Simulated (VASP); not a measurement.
# Al3GaN4 (P-43m) in VASP: further runs

The runs below take Al3GaN4 through single point, with PBEsol.

Program: VASP 6.6.1. These are calculated values, not measurements. Logs are shortened: lines on timing, memory, paths and dates and some standing lists are left out, and cuts for length are marked.

## 1. The cell of the first run

Symmetry: P-43m, No. 215, cubic system. Conventional cell: a = 4.283 Å, b = 4.283 Å, c = 4.283 Å, α = 90.00°, β = 90.00°, γ = 90.00°. Within 2.4 Å of Al (site symmetry -42m) lie 4 N at 1.84 Å. Ga (site symmetry -43m) has 4 N at 1.90 Å within 2.5 Å. N (site symmetry 3m) has 3 Al at 1.84 Å and 1 Ga at 1.90 Å within 2.4 Å.

## 2. Single point, PBEsol

Contents of INCAR:

```
SYSTEM = Al3GaN4
PREC = Accurate
ENCUT = 520
EDIFF = 1E-7
ISMEAR = 0
SIGMA = 0.02
LREAL = .False.
LASPH = .True.
NELM = 80
ALGO = Normal
ISIF = 2
LWAVE = .False.
LCHARG = .True.
GGA = PS
LELF = .True.
LVHAR = .True.
NBANDS = 31
```

Contents of KPOINTS:

```
Automatic mesh
0
Gamma
  6 6 6
  0 0 0
```

Contents of POSCAR:

```
Al3GaN4
1.0
    4.2833499510      0.0000000000      0.0000000000
    0.0000000000      4.2833499510      0.0000000000
    0.0000000000      0.0000000000      4.2833499510
Al Ga N
3 1 4
Direct
    0.5000000000      0.5000000000      0.0000000000
    0.5000000000      0.0000000000      0.5000000000
    0.0000000000      0.5000000000      0.5000000000
    0.0000000000      0.0000000000      0.0000000000
    0.7445693800      0.7445693800      0.2554306200
    0.7445693800      0.2554306200      0.7445693800
    0.2554306200      0.7445693800      0.7445693800
    0.2554306200      0.2554306200      0.2554306200
```

Potentials or basis: VASP PAW PBE potentials, release 64 (Al, Ga_d, N).

The run is started by

```console
$ cat potpaw_PBE.64/Al/POTCAR potpaw_PBE.64/Ga_d/POTCAR potpaw_PBE.64/N/POTCAR > POTCAR
$ mpirun -np 1 vasp_std > vasp.out
```

OUTCAR:

```text
SYSTEM = Al3GaN4
   PREC = Accurate
   ENCUT = 520
   EDIFF = 1E-7
   ISMEAR = 0
   LREAL = .False.
   LASPH = .True.
   NELM = 80
   ISIF = 2
   GGA = PS

 ion  position               nearest neighbor table
   1  0.500  0.500  0.000-   5 1.84   6 1.84   7 1.84   8 1.84   3 3.03   4 3.03   2 3.03   2 3.03
                             3 3.03   2 3.03   4 3.03   2 3.03   3 3.03   4 3.03   3 3.03   4 3.03
   2  0.500  0.000  0.500-   5 1.84   6 1.84   7 1.84   8 1.84   3 3.03   4 3.03   1 3.03   1 3.03
                             4 3.03   1 3.03   3 3.03   1 3.03   3 3.03   4 3.03   4 3.03   3 3.03
   3  0.000  0.500  0.500-   5 1.84   6 1.84   7 1.84   8 1.84   2 3.03   4 3.03   1 3.03   1 3.03
                             4 3.03   2 3.03   4 3.03   4 3.03   1 3.03   2 3.03   1 3.03   2 3.03
   4  0.000  0.000  0.000-   5 1.90   6 1.90   7 1.90   8 1.90   2 3.03   3 3.03   1 3.03   2 3.03
                             3 3.03   1 3.03   3 3.03   3 3.03   1 3.03   2 3.03   2 3.03   1 3.03
   5  0.745  0.745  0.255-   1 1.84   2 1.84   3 1.84   4 1.90
   6  0.745  0.255  0.745-   1 1.84   2 1.84   3 1.84   4 1.90
   7  0.255  0.745  0.745-   1 1.84   2 1.84   3 1.84   4 1.90
   8  0.255  0.255  0.255-   1 1.84   2 1.84   3 1.84   4 1.90

  LATTYP: Found a simple cubic cell.
 ALAT       =     4.2833499510

  Lattice vectors:

 A1 = (   4.2833499510,   0.0000000000,   0.0000000000)
 A2 = (   0.0000000000,   4.2833499510,   0.0000000000)
 A3 = (   0.0000000000,   0.0000000000,   4.2833499510)

Analysis of symmetry for initial positions (statically):
=====================================================================
 Subroutine PRICEL returns:
 Original cell was already a primitive cell.

 Routine SETGRP: Setting up the symmetry group for a
 simple cubic supercell.

 Subroutine GETGRP returns: Found 24 space group operations
 (whereof 24 operations were pure point group operations)
 out of a pool of 48 trial point group operations.

The static configuration has the point symmetry T_d .

Analysis of symmetry for dynamics (positions and initial velocities):
=====================================================================
 Subroutine PRICEL returns:
 Original cell was already a primitive cell.

 Routine SETGRP: Setting up the symmetry group for a
 simple cubic supercell.

 Subroutine GETGRP returns: Found 24 space group operations
 (whereof 24 operations were pure point group operations)
 out of a pool of 48 trial point group operations.

The dynamic configuration has the point symmetry T_d .

 Subroutine INISYM returns: Found 24 space group operations
 (whereof 24 operations are pure point group operations),
 and found     1 'primitive' translations

----------------------------------------------------------------------------------------

                                     Primitive cell

  volume of cell :      78.5870

  direct lattice vectors                    reciprocal lattice vectors
     4.283349951  0.000000000  0.000000000     0.233462129  0.000000000  0.000000000
     0.000000000  4.283349951  0.000000000     0.000000000  0.233462129  0.000000000
     0.000000000  0.000000000  4.283349951     0.000000000  0.000000000  0.233462129

  length of vectors
     4.283349951  4.283349951  4.283349951     0.233462129  0.233462129  0.233462129

  position of ions in fractional coordinates (direct lattice)
     0.500000000  0.500000000  0.000000000
     0.500000000  0.000000000  0.500000000
     0.000000000  0.500000000  0.500000000
     0.000000000  0.000000000  0.000000000
     0.744569380  0.744569380  0.255430620
     0.744569380  0.255430620  0.744569380
     0.255430620  0.744569380  0.744569380
     0.255430620  0.255430620  0.255430620

  ion indices of the primitive-cell ions
   primitive index   ion index
                 1           1
                 2           2
                 3           3
                 4           4
                 5           5
                 6           6
                 7           7
                 8           8

----------------------------------------------------------------------------------------

 KPOINTS: Automatic mesh

Automatic generation of k-mesh.
 Grid dimensions read from file:
 generate k-points for:    6    6    6

 Generating k-lattice:

  Cartesian coordinates                     Fractional coordinates (reciprocal lattice)
     0.038910355  0.000000000  0.000000000     0.166666667  0.000000000  0.000000000
     0.000000000  0.038910355  0.000000000     0.000000000  0.166666667  0.000000000
     0.000000000  0.000000000  0.038910355     0.000000000  0.000000000  0.166666667

  Length of vectors
     0.038910355  0.038910355  0.038910355

  Shift w.r.t. Gamma in fractional coordinates (k-lattice)
     0.000000000  0.000000000  0.000000000

 Subroutine IBZKPT returns following result:
 ===========================================

 Found     20 irreducible k-points:

 Following reciprocal coordinates:
            Coordinates               Weight
  0.000000  0.000000  0.000000      1.000000
  0.166667  0.000000  0.000000      6.000000
  0.333333  0.000000  0.000000      6.000000
  0.500000  0.000000  0.000000      3.000000
  0.166667  0.166667  0.000000     12.000000
  0.333333  0.166667  0.000000     24.000000
[... 12 lines left out ...]
  0.500000  0.500000  0.333333      6.000000
  0.500000  0.500000  0.500000      1.000000
   k-points           NKPTS =     20   k-points in BZ     NKDIM =     20   number of bands    NBANDS=     31
   number of dos      NEDOS =    301   number of ions     NIONS =      8
   total plane-waves  NPLWV =  32768
   dimension x,y,z NGX =    32 NGY =   32 NGZ =   32
   dimension x,y,z NGXF=    64 NGYF=   64 NGZF=   64
   ions per type =               3   1   4
   NGX,Y,Z   is equivalent  to a cutoff of  12.42, 12.42, 12.42 a.u.
   NGXF,Y,Z  is equivalent  to a cutoff of  24.84, 24.84, 24.84 a.u.
 SYSTEM =  Al3GaN4
   PREC   = accura    normal or accurate (medium, high low for compatibility)
   ISTART =      0    job   : 0-new  1-cont  2-samecut
   ICHARG =      2    charge: 1-file 2-atom 10-const
   ISPIN  =      1    spin polarized calculation?
   LNONCOLLINEAR =      F non collinear calculations
   LSORBIT =      F    spin-orbit coupling
   LASPH  =      T    aspherical Exc in radial PAW
   ENCUT  =  520.0 eV  38.22 Ry    6.18 a.u.   7.96  7.96  7.96*2*pi/ulx,y,z
   NELM   =     80;   NELMIN=  2; NELMDL= -5     # of ELM steps
   EDIFF  = 0.1E-06   stopping-criterion for ELM
   LREAL  =      F    real-space projection
   EDIFFG = 0.1E-05   stopping-criterion for IOM
   NSW    =      0    number of steps for IOM
   IBRION =     -1    ionic relax: 0-MD 1-quasi-New 2-CG
   NFREE  =      0    steps in history (QN), initial steepest desc. (CG)
   ISIF   =      2    stress and relaxation
   ISYM   =      2    0-nonsym 1-usesym 2-fastsym
   POTIM  = 0.5000    time-step for ionic-motion
   TEBEG  =    0.0;   TEEND  =   0.0 temperature during run
   PSTRESS=    0.0 pullay stress
   NELECT =      42.0000    total number of electrons
   NUPDOWN=      -1.0000    fix difference up-down
   EMIN   =  10.00;   EMAX   =-10.00  energy-range for DOS
   EFERMI =   0.00;   METHOD = LEGACY
   ISMEAR =     0;   SIGMA  =   0.02  broadening in eV -4-tet -1-fermi 0-gaus
   EFERMI_NEDOS =   21; number of points for ismear=-14 and -15
   IALGO  =     38    algorithm
   IMIX   =      4    mixing-type and parameters
     AMIX     =   0.40;   BMIX     =  1.00
     AMIX_MAG =   1.60;   BMIX_MAG =  1.00
  volume/ion in A,a.u.               =       9.82        66.29
  Fermi-wavevector in a.u.,A,eV,Ry     =   1.328539  2.510575 24.014506  1.765016
  Thomas-Fermi vector in A             =   2.457769
   LORBIT       =      0    0 simple, 1 ext, 2 COOP (PROOUT), +10 PAW based schemes
   GGA     = PS    functional components
   LHFCALC =     F    Hartree Fock is set to
   AEXX    =    0.0000 exact exchange contribution
   IVDW    =     0    specifies the selected vdW correction
   LEPSILON=     F    determine dielectric tensor
   LRPA    =     F    only Hartree local field effects (RPA)
 non-spin polarized calculation
 Gauss-broadening in eV      SIGMA  =   0.02
  energy-cutoff  :      520.00
  volume of cell :       78.59
 maximum number of plane-waves:      2176
 NGX is ok and might be reduce to    32
   NGX = 15   NGY = 15   NGZ = 15

 number of electron      42.0000006 magnetization

 Free energy of the ion-electron system (eV)
  ---------------------------------------------------
  ext. energy  EPLUGINS =         0.00000000
  ---------------------------------------------------
  free energy    TOTEN  =       -59.53941507 eV

  energy without entropy =      -59.53941507  energy(sigma->0) =      -59.53941507

 E-fermi :   6.6577     XC(G=0): -11.7300

 val. band max:        6.4813023126   @ k =   0.1667   0.1667   0.0000
 cond. band min:       9.8515724481   @ k =   0.0000   0.0000   0.0000
 fundamental gap:      3.3702701355
 Fermi energy:         6.6577371382

 k-point     1 :       0.0000    0.0000    0.0000
  band No.  band energies     occupation
      1      -9.2527      2.00000
      2      -7.0973      2.00000
      3      -7.0973      2.00000
      4      -7.0973      2.00000
      5      -6.0852      2.00000
      6      -6.0852      2.00000
[... 23 lines left out ...]
     30      19.0910      0.00000
     31      19.0910      0.00000

 k-point     2 :       0.1667    0.0000    0.0000
  band No.  band energies     occupation
      1      -9.1096      2.00000
      2      -7.1904      2.00000
      3      -7.1053      2.00000
      4      -7.1053      2.00000
      5      -6.0829      2.00000
      6      -6.0785      2.00000
[... 23 lines left out ...]
     30      19.2998      0.00000
     31      19.2998      0.00000

 k-point     3 :       0.3333    0.0000    0.0000
  band No.  band energies     occupation
      1      -8.7036      2.00000
      2      -7.5287      2.00000
      3      -7.1207      2.00000
      4      -7.1207      2.00000
      5      -6.0783      2.00000
      6      -6.0607      2.00000
[... 23 lines left out ...]
     30      19.0406      0.00000
     31      19.7743      0.00000

 k-point     4 :       0.5000    0.0000    0.0000
  band No.  band energies     occupation
      1      -8.1793      2.00000
      2      -8.0437      2.00000
      3      -7.1283      2.00000
      4      -7.1283      2.00000
      5      -6.0761      2.00000
      6      -6.0338      2.00000
[... 23 lines left out ...]
     30      18.1071      0.00000
     31      18.7662      0.00000

 k-point     5 :       0.1667    0.1667    0.0000
  band No.  band energies     occupation
      1      -8.9715      2.00000
      2      -7.2084      2.00000
      3      -7.1720      2.00000
      4      -7.1113      2.00000
      5      -6.0784      2.00000
      6      -6.0739      2.00000
[... 23 lines left out ...]
     30      19.1873      0.00000
     31      19.3753      0.00000
[... 406 lines left out ...]
     30      18.2726      0.00000
     31      18.2880      0.00000

 k-point    18 :       0.5000    0.3333    0.3333
  band No.  band energies     occupation
      1      -7.7135      2.00000
      2      -7.5844      2.00000
      3      -7.4421      2.00000
      4      -7.1153      2.00000
      5      -6.0415      2.00000
      6      -6.0319      2.00000
[... 23 lines left out ...]
     30      18.0150      0.00000
     31      18.1749      0.00000

 k-point    19 :       0.5000    0.5000    0.3333
  band No.  band energies     occupation
      1      -7.5796      2.00000
      2      -7.5474      2.00000
      3      -7.5474      2.00000
      4      -7.0859      2.00000
      5      -6.0357      2.00000
      6      -6.0281      2.00000
[... 23 lines left out ...]
     30      17.8802      0.00000
     31      17.8987      0.00000

 k-point    20 :       0.5000    0.5000    0.5000
  band No.  band energies     occupation
      1      -7.5468      2.00000
      2      -7.5468      2.00000
      3      -7.5468      2.00000
      4      -7.0512      2.00000
      5      -6.0279      2.00000
      6      -6.0279      2.00000
[... 23 lines left out ...]
     30      17.6179      0.00000
     31      17.6419      0.00000

------------------------ aborting loop because EDIFF is reached ----------------------------------------

  FORCE on cell =-STRESS in cart. coord.  units (eV):
  Direction    XX          YY          ZZ          XY          YZ          ZX
  --------------------------------------------------------------------------------------
  -------------------------------------------------------------------------------------
  Total        9.8365121      9.8365121      9.8365121     -0.0000000     -0.0000000     -0.0000000
  in kB      200.5400125    200.5400125    200.5400125     -0.0000000     -0.0000000     -0.0000000
  external PRESSURE =     200.5400125 kB  Pullay stress =       0.0000000 kB

 VOLUME and BASIS-vectors are now :
 -----------------------------------------------------------------------------
  energy-cutoff  :      520.00
  volume of cell :       78.59
      direct lattice vectors                 reciprocal lattice vectors
     4.283349951  0.000000000  0.000000000     0.233462129  0.000000000  0.000000000
     0.000000000  4.283349951  0.000000000     0.000000000  0.233462129  0.000000000
     0.000000000  0.000000000  4.283349951     0.000000000  0.000000000  0.233462129

 POSITION                                       TOTAL-FORCE (eV/Angst)
 -----------------------------------------------------------------------------------
      2.14167      2.14167      0.00000         0.000000     -0.000000     -0.000000
      2.14167      0.00000      2.14167         0.000000     -0.000000     -0.000000
      0.00000      2.14167      2.14167         0.000000     -0.000000     -0.000000
      0.00000      0.00000      0.00000         0.000000     -0.000000     -0.000000
      3.18925      3.18925      1.09410         0.012007      0.012007     -0.012007
      3.18925      1.09410      3.18925         0.012007     -0.012007      0.012007
      1.09410      3.18925      3.18925        -0.012007      0.012007      0.012007
      1.09410      1.09410      1.09410        -0.012007     -0.012007     -0.012007
 -----------------------------------------------------------------------------------
    total drift:                                0.000000      0.000000     -0.000000

  FREE ENERGIE OF THE ION-ELECTRON SYSTEM (eV)
  ---------------------------------------------------
  free  energy   TOTEN  =       -59.5394150679 eV

  energy  without entropy=      -59.5394150679  energy(sigma->0) =      -59.53941507
```

Run time: 61 s. Hardware: 1 thread of Intel Xeon 8259CL, shared host; peak memory 0.2 GiB.

Results:

```
Free energy            : -59.5394 eV
Pressure               : 20.1 GPa
Largest force          : 0.021 eV/Å
Band gap on the k mesh : 3.37 eV (least direct gap 3.38 eV)
```

Forces in eV/Å, atoms in the order of the input:
```
Al   0.000  0.000  0.000
Al   0.000  0.000  0.000
Al   0.000  0.000  0.000
Ga   0.000  0.000  0.000
N    0.012  0.012 -0.012
N    0.012 -0.012  0.012
N   -0.012  0.012  0.012
N   -0.012 -0.012 -0.012
```

Caveat: the cell stands under pressure; the PAW data sets were made with another functional, which shifts forces and pressure a little. A k mesh can miss the band edges.

(Part 1 of 2 ends here.)
